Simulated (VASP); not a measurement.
Wanted: the native input for a VASP 6.6.1 run.

```yaml
Task: single point
Functional: LDA
Potentials_or_basis: VASP PAW LDA potentials, release 64 (Ga_d, N_h)
Cutoff: 910 eV
k_mesh: 6 × 6 × 6
Occupations: gaussian, width 0.05 eV
Spin: no spin polarisation
Dipole_correction: no
Second_run: hard_potentials
Further_INCAR_settings: ALGO = Normal; EDIFF = 1e-06; NBANDS = 46
```

The structure of GaN lies in POSCAR:

```
GaN
1.0
    4.5070012150      0.0000000000      0.0000000000
    0.0000000000     -4.5070012150      0.0000000000
    0.0000000000      0.0000000000     -4.5070012150
Ga N
4 4
Direct
    0.0000000000      0.5000000000      0.5000000000
    0.5000000000      0.0000000000      0.5000000000
    0.5000000000      0.5000000000      0.0000000000
    0.0000000000      0.0000000000      0.0000000000
    0.7500000000      0.7500000000      0.7500000000
    0.2500000000      0.2500000000      0.7500000000
    0.2500000000      0.7500000000      0.2500000000
    0.7500000000      0.2500000000      0.2500000000
```

One way to write it, as run:

INCAR

```
SYSTEM = GaN
PREC = Accurate
ENCUT = 910
EDIFF = 1E-6
ISMEAR = 0
SIGMA = 0.05
LREAL = .FALSE.
LASPH = .TRUE.
NELM = 120
ALGO = Normal
ISIF = 2
LWAVE = .FALSE.
LCHARG = .FALSE.
NBANDS = 46
GGA_COMPAT = .FALSE.
```

KPOINTS

```
Automatic mesh
0
G
  6 6 6
  0 0 0
```

Potentials or basis: VASP PAW LDA potentials, release 64 (Ga_d, N_h).

The run is started by

```sh
$ cat potpaw_LDA.64/Ga_d/POTCAR potpaw_LDA.64/N_h/POTCAR > POTCAR
$ mpirun -np 1 vasp_std > vasp.out
```

It gave:

```
Pressure               : -5.5 GPa
Band gap on the k mesh : 1.75 eV
```

Caveat: the cutoff is under 1.25 times the usual one of these potentials, so pressure, stress and relaxed cells hold a basis-set (Pulay) error.

Run time: 83 s on 1 thread of Intel(R) Xeon(R) 6975P-C (Granite Rapids), on a shared host, peak memory 0.34 GiB.
